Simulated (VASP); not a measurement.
Write the native input for VASP 6.6.1 that does the following.

| Property | Result |
| --- | --- |
| Task | single point |
| Functional | PBE |
| Potentials or basis | VASP PAW PBE potentials, release 64 (Hf_pv, N) |
| Cutoff | 520 eV |
| k mesh | 9 × 9 × 9 |
| Occupations | fermi-dirac, width 0.05 eV |
| Spin | no spin polarisation |
| Dipole correction | no |
| Further INCAR settings | ALGO = Normal; EDIFF = 1e-06; NBANDS = 14 |

The structure of HfN lies in POSCAR:

```
HfN
1.0
    2.7673601447      0.0000000000      0.0000000000
    0.0000000000      2.7673601447      0.0000000000
    0.0000000000      0.0000000000      2.7673601447
Hf N
1 1
Direct
    0.5000000000      0.5000000000      0.5000000000
    0.0000000000      0.0000000000      0.0000000000
```

One way to write it, as run:

INCAR

```
PREC = Accurate ; ENCUT = 520
EDIFF = 1E-6 ; ISMEAR = -1
SIGMA = 0.05 ; LREAL = F
LASPH = T ; NELM = 80
ALGO = Normal ; ISIF = 2
LWAVE = F ; LCHARG = F
GGA = PE ; NBANDS = 14
```

KPOINTS

```
Automatic mesh
0
Gamma
  9 9 9
```

Potentials or basis: VASP PAW PBE potentials, release 64 (Hf_pv, N).

Run with:

```console
$ cat potpaw_PBE.64/Hf_pv/POTCAR potpaw_PBE.64/N/POTCAR > POTCAR
$ mpirun -np 1 vasp_std > vasp.out
```

Results of the run:

* Pressure: 13.5 GPa

It took 4.2 s on 1 thread of Intel(R) Xeon(R) 6975P-C (Granite Rapids), on a shared host, peak memory 0.14 GiB.
